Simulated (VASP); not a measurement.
Write the native input for VASP 6.6.1 that does the following.

- Task: single point
- Functional: LDA
- Potentials or basis: VASP PAW LDA potentials, release 64 (Ca_sv)
- Cutoff: 520 eV
- k mesh: 8 × 8 × 8
- Occupations: fermi-dirac, width 0.05 eV
- Spin: no spin polarisation
- Dipole correction: no
- Further INCAR settings: ALGO = Fast; EDIFF = 1e-06; NBANDS = 11

The structure of Ca lies in POSCAR:

```
Ca
1.0
    0.0000000000      2.8127051751      2.8127051751
    2.8127051751      0.0000000000      2.8127051751
    2.8127051751      2.8127051751      0.0000000000
Ca
1
Direct
    0.0000000000      0.0000000000      0.0000000000
```

This cell differs from its parent crystal: volume scaled by 1.02.

The input as run:

INCAR

```
PREC = Accurate
ENCUT = 520
EDIFF = 1E-6
ISMEAR = -1
SIGMA = 0.05
LREAL = False
LASPH = True
NELM = 80
ALGO = Fast
ISIF = 2
LWAVE = False
LCHARG = True
GGA = CA
LELF = True
LVHAR = True
NBANDS = 11
```

KPOINTS

```
regular mesh
0
Gamma
  8 8 8
```

Potentials or basis: VASP PAW LDA potentials, release 64 (Ca_sv).

Run with:

```sh
$ cat potpaw_LDA.64/Ca_sv/POTCAR > POTCAR
$ mpirun -np 1 vasp_std > vasp.out
```

Results of the run:

```
Pressure               : -2.4 GPa
Band gap on the k mesh : zero (band 5 reaches 1.79 eV, above the bottom of band 6 at 1.44 eV)
```

Wall time 21 s on 1 thread of Intel Xeon 8259CL (shared host), peak memory 0.15 GiB.
